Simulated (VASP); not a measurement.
Runs of VASP 6.6.1 on YNbN2. The structure is that of space group P4/mmm (No. 123), or close to it. The cells are those of the table. The cell was generated, and may not be a known phase.

```tsv
task	spin	cell	k mesh	cutoff (eV)	gap on the mesh (eV)	pressure (GPa)	relaxed volume (Å³/atom)
single point	off	a = 3.511, b = 3.511, c = 4.963 Å, 4 atoms	6 × 6 × 4	520	none	-28.7	-
relaxation of cell and atoms	off	relaxed from a = 3.283, b = 3.283, c = 4.628 Å, 4 atoms	14 × 14 × 10	600	none	0.0	12.45
single point	off	a = 3.283, b = 3.283, c = 4.628 Å, 4 atoms	6 × 6 × 4	520	none	-0.4	-
relaxation of cell and atoms	off	relaxed from a = 3.511, b = 3.511, c = 4.963 Å, 4 atoms	6 × 6 × 4	600	none	0.4	12.43
single point	collinear	a = 3.511, b = 3.511, c = 4.963 Å, 4 atoms	6 × 6 × 4	520	none	-28.7	-
single point	off	a = 3.290, b = 3.290, c = 4.610 Å, 4 atoms	14 × 14 × 10	520	none	(a)	-
```

Alike in all rows: level PBE; potentials or basis VASP PAW PBE potentials, release 64 (Y_sv, Nb_sv, N); smearing gaussian 0.1 eV.

**Question.** Estimate the missing entries.

**Answer.** (a) -0.3.

Caveats: the cell stands under tension (at least some runs); the volume moved by over 15 % at a fixed basis, so the end points are rough (at least some runs).

A k mesh can miss the band edges, and the runs leave out spin-orbit coupling on Nb, Y.

A gap of «none» marks levels without a gap at the run's occupations.
